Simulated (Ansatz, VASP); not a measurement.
**Two plane-wave programs on AgCl**

INCAR

```
ALGO     = Normal         # electronic algorithm
EDIFF    = 1E-6           # SCF threshold, eV
ENCUT    = 520            # plane-wave cutoff, eV
GGA      = PE             # functional
ISIF     = 2              # what is computed and relaxed
ISMEAR   = 0              # smearing method
LASPH    = True           # aspherical terms in the spheres
LCHARG   = False          # write CHGCAR
LREAL    = False          # projectors in reciprocal space
LWAVE    = False          # write WAVECAR
NBANDS   = 16             # bands
NELM     = 60             # most SCF steps
PREC     = Accurate       # precision mode
SIGMA    = 0.02           # smearing width, eV
```

KPOINTS

```
k-points
0
Gamma
  8 8 8
```

Contents of POSCAR:

```
AgCl
1.0
    0.0000000000      2.8705152965      2.8705152965
    2.8705152965      0.0000000000      2.8705152965
    2.8705152965      2.8705152965      0.0000000000
Ag Cl
1 1
Direct
    0.5000000000      0.5000000000      0.5000000000
    0.0000000000      0.0000000000      0.0000000000
```

Input for Ansatz:

```yaml
crystal:
  lattice:
    - [0.0, 2.8705152965, 2.8705152965]
    - [2.8705152965, 0.0, 2.8705152965]
    - [2.8705152965, 2.8705152965, 0.0]
  atoms:
    - { symbol: Ag, position: [0.5, 0.5, 0.5] }
    - { symbol: Cl, position: [0.0, 0.0, 0.0] }
basis:
  ecutwfc: 420
kpoints:
  mp_grid: { grid: [8, 8, 8] }
hamiltonian:
  xc: pbe
scf:
  occupations: { method: gaussian, width: 0.02 }
output:
  forces: true
  stress: true
  eigenvalues: true
```

Alike in both runs: task single point; functional PBE; k mesh 8 × 8 × 8; occupations gaussian, width 0.02 eV; no spin polarisation.

|  | VASP | Ansatz |
| --- | --- | --- |
| version | VASP 6.6.1 | Ansatz 0.2.0 |
| potentials or method | VASP PAW PBE potentials, release 64 (Ag, Cl), cutoff 520 eV | scalar-relativistic, plane waves, PAW |
| valence electrons in the cell | 18 | 26 |

Ansatz gave:

```
gap on the k mesh at the Fermi level (eV) : 0.96
least direct gap on the mesh (eV)         : 2.86
pressure (GPa)                            : -2.4
```

Question: What did VASP give for the same quantities?

Answer: gap on the k mesh at the Fermi level (eV): 0.96; least direct gap on the mesh (eV): 2.86; pressure (GPa): -2.5.

VASP's potentials hold 18 valence electrons a cell and Ansatz's 26, so a difference there can come from the potentials and not from the codes.
